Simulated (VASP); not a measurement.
Input of a VASP 6.6.1 run:

Contents of INCAR:

```
PREC     = Accurate       # precision mode
ENCUT    = 520            # plane-wave cutoff, eV
EDIFF    = 1E-6           # SCF threshold, eV
ISMEAR   = 1              # smearing method
SIGMA    = 0.1            # smearing width, eV
LREAL    = False          # projectors in reciprocal space
LASPH    = True           # aspherical terms in the spheres
NELM     = 100            # most SCF steps
ALGO     = Normal         # electronic algorithm
ISIF     = 2              # what is computed and relaxed
LWAVE    = False          # write WAVECAR
LCHARG   = False          # write CHGCAR
GGA      = PS             # functional
NBANDS   = 12             # bands
```

The input KPOINTS:

```
regular mesh
0
Gamma
  14 14 14
```

Contents of POSCAR:

```
Cu
1.0
   -1.4475863674      1.4475863674      1.3806527313
    1.4475863674     -1.4475863674      1.3806527313
    1.4475863674      1.4475863674     -1.3806527313
Cu
1
Direct
    0.0000000000      0.0000000000      0.0000000000
```

Potentials or basis: VASP PAW PBE potentials, release 64 (Cu).

The run is started by

```bash
$ cat potpaw_PBE.64/Cu/POTCAR > POTCAR
$ mpirun -np 1 vasp_std > vasp.out
```

(1) Predict the pressure.

Answers

(1) -2.3 GPa.

Caveat: the PAW data sets were made with another functional, which shifts forces and pressure a little.
